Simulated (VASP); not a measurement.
A run of VASP 6.6.1 is set up as follows.

The input INCAR:

```
SYSTEM = LuH2
PREC = Accurate
ENCUT = 600
EDIFF = 1E-6
ISMEAR = -1
SIGMA = 0.2
LREAL = .False.
LASPH = .True.
NELM = 120
ALGO = Normal
ISIF = 2
LWAVE = .False.
LCHARG = .False.
GGA = PS
IVDW = 12
NBANDS = 20
ISYM = 0
GGA_COMPAT = .False.
```

Contents of KPOINTS:

```
Automatic mesh
0
Gamma
  6 6 6
  0.5 0.5 0.5
```

File POSCAR:

```
LuH2
1.0
    0.0051089916      2.4547148747      2.4547148747
    2.4547148747      0.0051089916      2.4547148747
    2.4547148747      2.4547148747      0.0051089916
Lu H
1 2
Direct
    0.0000000000      0.0000000000      0.0000000000
    0.2496701952      0.2496701952      0.2496701952
    0.7503298048      0.7503298048      0.7503298048
```

Potentials or basis: VASP PAW PBE potentials, release 64 (Lu, H).

Run with:

```sh
$ cat potpaw_PBE.64/Lu/POTCAR potpaw_PBE.64/H/POTCAR > POTCAR
$ mpirun -np 1 vasp_std > vasp.out
```

Question: Estimate the dispersion energy per atom.

Answer: -0.197 eV.

Question: What does it give for the pressure?

Answer: 0.8 GPa.

Forces in eV/Å, atoms in the order of the input:
```
Lu   0.000  0.000  0.000
H   -0.001 -0.001 -0.001
H    0.001  0.001  0.001
```

Caveat: the k points lie up to 0.37 Å⁻¹ apart, too coarse for converged energies and pressures of a metal; the PAW data sets were made with another functional, which shifts forces and pressure a little.
